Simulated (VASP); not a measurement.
# Sn (I4/mmm) in VASP: a series of runs, part 2 of 2

VASP 6.6.1. Earlier steps stand in the parts before.

## (3) Relaxation of cell and atoms, PBEsol

INCAR reads:

```
SYSTEM = Sn
PREC     = Accurate       ! precision mode
ENCUT    = 600            ! plane-wave cutoff, eV
EDIFF    = 1E-6           ! SCF threshold, eV
ISMEAR   = -1             ! smearing method
SIGMA    = 0.05           ! smearing width, eV
LREAL    = .FALSE.        ! projectors in reciprocal space
LASPH    = .TRUE.         ! aspherical terms in the spheres
NELM     = 80             ! most SCF steps
ALGO     = Normal         ! electronic algorithm
ISIF     = 3              ! what is computed and relaxed
LWAVE    = .FALSE.        ! write WAVECAR
LCHARG   = .FALSE.        ! write CHGCAR
GGA      = PS             ! functional
IBRION   = 2              ! ionic algorithm
NSW      = 60             ! ionic steps
EDIFFG   = -0.01          ! ionic threshold
```

KPOINTS reads:

```
regular mesh
0
G
  10 10 10
  0 0 0
```

POSCAR reads:

```
Sn
1.0
   -2.0291894110      2.0291894110      1.6607599896
    2.0291894110     -2.0291894110      1.6607599896
    2.0291894110      2.0291894110     -1.6607599896
Sn
1
Direct
    0.0000000000      0.0000000000      0.0000000000
```

Potentials or basis: VASP PAW PBE potentials, release 64 (Sn_d).

On the command line:

```bash
$ cat potpaw_PBE.64/Sn_d/POTCAR > POTCAR
$ mpirun -np 1 vasp_std > vasp.out
```

Run time: 2.1 min. Hardware: 1 thread of Intel Xeon 8259CL, shared host; peak memory 0.19 GiB.

The run converged. Its results:

| Item | Value |
| --- | --- |
| Free energy | -4.2362 eV |
| Relaxed volume | 26.26 Å³/atom |
| Relaxed cell | a = 3.267 Å, b = 3.267 Å, c = 3.267 Å, α = 104.89°, β = 104.89°, γ = 119.08° |
| Space group after relaxing (to 0.1 Å) | I4/mmm (No. 139) |
| Energy gained by relaxing | 8.0 meV/atom |
| Ionic steps | 6 |
| Pressure after relaxing | 0.0 GPa |
| Band gap on the k mesh | zero (bands 7 and 8 overlap by 9.36 eV) |

Step by step:
| step | energy change (eV) | largest force (eV/Å) | pressure (GPa) | volume (Å³) |
| --- | --- | --- | --- | --- |
| 1 | 0.0000 | 0.0000 | -1.93 | 27.35 |
| 2 | -0.0074 | 0.0000 | 0.43 | 26.07 |
| 3 | -0.0076 | 0.0000 | 0.12 | 26.22 |
| 4 | -0.0076 | 0.0000 | 0.06 | 26.25 |
| 5 | -0.0079 | 0.0000 | 0.00 | 26.26 |
| 6 | -0.0080 | 0.0000 | -0.01 | 26.26 |

Final structure:
```
Sn
1.0
    -1.99118    1.99118    1.65602
     1.99118   -1.99118    1.65602
     1.99118    1.99118   -1.65602
Sn
1
Direct
  0.00000 0.00000 0.00000
```

Levels at points of the mesh, in eV from the Fermi level:
| k point | band 5 | band 6 | band 7 | band 8 | band 9 | band 10 |
| --- | --- | --- | --- | --- | --- | --- |
| (0.00, 0.00, 0.00) | -21.24 | -11.33 | 7.19 | 7.19 | 9.63 | 10.71 |
| (0.50, 0.00, 0.00) | -21.18 | -5.84 | -4.36 | 3.22 | 4.53 | 7.45 |
| (0.50, 0.50, 0.00) | -21.19 | -7.28 | -4.86 | 5.80 | 7.87 | 10.49 |
| (0.50, 0.50, 0.50) | -21.17 | -3.11 | -1.55 | -1.55 | 2.32 | 3.09 |

Caveat: the PAW data sets were made with another functional, which shifts forces and pressure a little; spin-orbit coupling is left out, which moves the levels of the heavy elements.

## (4) Single point, PBE (25.71 Å³/atom)

This run uses another cell than the first one, of 25.71 Å³/atom.

INCAR reads:

```
SYSTEM = Sn
PREC = Accurate
ENCUT = 520
EDIFF = 1E-6
ISMEAR = -1
SIGMA = 0.05
LREAL = .FALSE.
LASPH = .TRUE.
NELM = 80
ALGO = Normal
ISIF = 2
LWAVE = .FALSE.
LCHARG = .FALSE.
GGA = PE
NBANDS = 13
```

KPOINTS is that of step 3.

POSCAR reads:

```
Sn
1.0
   -1.9877657590      1.9877657590      1.6268574157
    1.9877657590     -1.9877657590      1.6268574157
    1.9877657590      1.9877657590     -1.6268574157
Sn
1
Direct
    0.0000000000      0.0000000000      0.0000000000
```

On the command line:

```bash
$ cat potpaw_PBE.64/Sn_d/POTCAR > POTCAR
$ mpirun -np 1 vasp_std > vasp.out
```

It took 47 s on 1 thread of Intel Xeon 8259CL, shared host; peak memory 0.16 GiB.

The run converged. Its results:

```yaml
Free_energy: -3.7527 eV
Pressure: 4.5 GPa
Band_gap_on_the_k_mesh: zero (bands 7 and 8 overlap by 9.40 eV)
```

Stress tensor (GPa, compression positive):
```
3.70 0.00 0.00
0.00 3.70 0.00
0.00 0.00 6.03
```

Levels at points of the mesh, in eV from the Fermi level:
```tsv
k point	band 3	band 4	band 5	band 6	band 7	band 8	band 9	band 10	band 11	band 12
(0.00, 0.00, 0.00)	-21.51	-21.51	-21.37	-11.49	7.19	7.19	10.07	10.60	11.84	12.77
(0.50, 0.00, 0.00)	-21.42	-21.34	-21.31	-5.77	-4.46	3.25	4.51	7.52	7.56	14.08
(0.50, 0.50, 0.00)	-21.48	-21.43	-21.32	-7.40	-5.01	6.16	8.21	10.87	11.27	12.05
(0.50, 0.50, 0.50)	-21.34	-21.34	-21.30	-3.13	-1.69	-1.69	2.64	2.99	6.27	19.25
```

Caveat: the cell stands under pressure; spin-orbit coupling is left out, which moves the levels of the heavy elements.

## (5) Single point, PBE (26.26 Å³/atom)

This run uses another cell than the first one, of 26.26 Å³/atom.

INCAR reads:

```
PREC = Accurate
ENCUT = 520
EDIFF = 1E-6
ISMEAR = -1
SIGMA = 0.05
LREAL = False
LASPH = True
NELM = 60
ALGO = Fast
ISIF = 2
LWAVE = False
LCHARG = False
GGA = PE
NBANDS = 13
```

KPOINTS reads:

```
regular mesh
0
Gamma
  10 10 10
```

POSCAR reads:

```
Sn
1.0
   -2.0017645706      2.0017645706      1.6383145356
    2.0017645706     -2.0017645706      1.6383145356
    2.0017645706      2.0017645706     -1.6383145356
Sn
1
Direct
    0.0000000000      0.0000000000      0.0000000000
```

Potentials or basis: VASP PAW PBE potentials, release 64 (Sn_d).

On the command line:

```bash
$ cat potpaw_PBE.64/Sn_d/POTCAR > POTCAR
$ mpirun -np 1 vasp_std > vasp.out
```

OUTCAR:

```text
PREC = Accurate
   ENCUT = 520
   EDIFF = 1E-6
   ISMEAR = -1
   LREAL = False
   LASPH = True
   NELM = 60
   ISIF = 2
   GGA = PE

 ion  position               nearest neighbor table
   1  0.000  0.000  0.000-

  LATTYP: Found a body centered tetragonal cell.
 ALAT       =     4.0035291412
 C/A-ratio  =     0.8184351745

  Lattice vectors:

 A1 = (  -2.0017645706,   2.0017645706,   1.6383145356)
[... 561 lines left out ...]
     10      17.8454      0.00000
     11      19.9298      0.00000
     12      24.8393      0.00000
     13      25.1987      0.00000

 [... further k-points ...]

------------------------ aborting loop because EDIFF is reached ----------------------------------------

  FORCE on cell =-STRESS in cart. coord.  units (eV):
  Direction    XX          YY          ZZ          XY          YZ          ZX
  --------------------------------------------------------------------------------------
  -------------------------------------------------------------------------------------
  Total        0.4049109      0.4049109      0.7293263      0.0000000      0.0000000      0.0000000
  in kB       24.7051118     24.7051118     44.4988887      0.0000000      0.0000000      0.0000000
  external PRESSURE =      31.3030374 kB  Pullay stress =       0.0000000 kB

 VOLUME and BASIS-vectors are now :
 -----------------------------------------------------------------------------
  energy-cutoff  :      520.00
  volume of cell :       26.26
      direct lattice vectors                 reciprocal lattice vectors
    -2.001764571  2.001764571  1.638314536     0.000000000  0.249779623  0.305191701
     2.001764571 -2.001764571  1.638314536     0.249779623  0.000000000  0.305191701
     2.001764571  2.001764571 -1.638314536     0.249779623  0.249779623  0.000000000

 POSITION                                       TOTAL-FORCE (eV/Angst)
 -----------------------------------------------------------------------------------
      0.00000      0.00000      0.00000         0.000000     -0.000000     -0.000000
 -----------------------------------------------------------------------------------
    total drift:                                0.000000      0.000000     -0.000000

  FREE ENERGIE OF THE ION-ELECTRON SYSTEM (eV)
  ---------------------------------------------------
  free  energy   TOTEN  =        -3.7657491356 eV

  energy  without entropy=       -3.7617201836  energy(sigma->0) =       -3.76373466
```

OSZICAR:

```text
N       E                     dE             d eps       ncg     rms          rms(c)
DAV:   1     0.810602450454E+02    0.81060E+02   -0.71856E+03  2725   0.164E+03
DAV:   2     0.181292439051E+01   -0.79247E+02   -0.76656E+02  2847   0.337E+02
DAV:   3    -0.366241798421E+01   -0.54753E+01   -0.54558E+01  3077   0.735E+01
DAV:   4    -0.377613245928E+01   -0.11371E+00   -0.11369E+00  3188   0.112E+01
DAV:   5    -0.378004123151E+01   -0.39088E-02   -0.39087E-02  3404   0.204E+00    0.144E+00
RMM:   6    -0.376942528888E+01    0.10616E-01   -0.91175E-03  3352   0.126E+00    0.828E-01
RMM:   7    -0.376581749394E+01    0.36078E-02   -0.74525E-03  3295   0.104E+00    0.101E-01
RMM:   8    -0.376571195493E+01    0.10554E-03   -0.81453E-04  3678   0.422E-01    0.295E-02
RMM:   9    -0.376574574870E+01   -0.33794E-04   -0.31850E-04  4114   0.170E-01    0.199E-02
RMM:  10    -0.376574724706E+01   -0.14984E-05   -0.44959E-05  3564   0.989E-02    0.389E-03
RMM:  11    -0.376574899444E+01   -0.17474E-05   -0.25745E-05  4258   0.486E-02    0.598E-03
RMM:  12    -0.376574913558E+01   -0.14115E-06   -0.19222E-06  2344   0.152E-02
   1 F= -.37657491E+01 E0= -.37637347E+01  d E =-.402895E-02
```

Wall time 57 s (1 thread of Intel Xeon 8259CL, shared host); peak memory 0.16 GiB.

What came out:

| Property | Result |
| --- | --- |
| Free energy | -3.7657 eV |
| Pressure | 3.1 GPa |
| Band gap on the k mesh | zero (bands 7 and 8 overlap by 9.19 eV) |

Stress tensor (GPa, compression positive):
```
2.47 0.00 0.00
0.00 2.47 0.00
0.00 0.00 4.45
```

Caveat: the cell stands under pressure; spin-orbit coupling is left out, which moves the levels of the heavy elements.

## (6) Summary

```tsv
task	level	cell	cutoff (eV)	gap on the mesh (eV)	pressure (GPa)
single point	PBEsol+D3(BJ)	a = 3.316 Å, angles 104.5, 104.5, 119.9°, 1 atom	520	none	-4.3
relaxation of cell and atoms	PBEsol	relaxed from a = 3.316 Å, angles 104.5, 104.5, 119.9°, 1 atom	600	none	0.0
single point	PBE	a = 3.248 Å, angles 104.5, 104.5, 119.9°, 1 atom	520	none	4.5
single point	PBE	a = 3.271 Å, angles 104.5, 104.5, 119.9°, 1 atom	520	none	3.1
```

Alike in all rows: potentials or basis VASP PAW PBE potentials, release 64 (Sn_d); no spin polarisation; k mesh 10 × 10 × 10; smearing fermi-dirac 0.05 eV.

Caveats: spin-orbit coupling is left out, which moves the levels of the heavy elements; the PAW data sets were made with another functional, which shifts forces and pressure a little (at least some runs); the cell stands under pressure (at least some runs); three body term missing (at least some runs); the cell stands under tension (at least some runs).

Total energies depend on the potentials used, so only differences within one code and one set of settings carry meaning.
